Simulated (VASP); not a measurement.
Here is a VASP 6.6.1 calculation.

INCAR

```
SYSTEM = Ge
PREC = Accurate ; ENCUT = 520
EDIFF = 1E-6 ; ISMEAR = 0
SIGMA = 0.15 ; LREAL = .FALSE.
LASPH = .TRUE. ; NELM = 60
ALGO = Normal ; ISIF = 2
LWAVE = .FALSE. ; LCHARG = .TRUE.
GGA = CA ; LELF = .TRUE.
LVHAR = .TRUE. ; NBANDS = 21
```

KPOINTS

```
Automatic mesh
0
G
  14 14 14
  0 0 0
```

File POSCAR:

```
Ge
1.0
    0.0000000000      2.8107124513      2.8107124513
    2.8107124513      0.0000000000      2.8107124513
    2.8107124513      2.8107124513      0.0000000000
Ge
2
Direct
    0.5058348196      0.4941651804      0.4941651804
    0.7441651804      0.7558348196      0.7558348196
```

Potentials or basis: VASP PAW LDA potentials, release 64 (Ge_d).

Command:

```console
$ cat potpaw_LDA.64/Ge_d/POTCAR > POTCAR
$ mpirun -np 1 vasp_std > vasp.out
```

Problem. Estimate the largest force.

Solution. 0.739 eV/Å.

Problem. Predict the band gap on the k mesh.

Solution. Zero (bands 14 and 15 overlap by 0.15 eV).

Problem. What does it give for the pressure?

Solution. 0.4 GPa.

Forces in eV/Å, atoms in the order of the input:
```
Ge   0.739  0.000  0.000
Ge  -0.739  0.000  0.000
```

Caveat: the cell differs from its parent crystal (atoms displaced along a vibrational mode); semilocal functionals underestimate gaps, and a narrow one can read as zero.
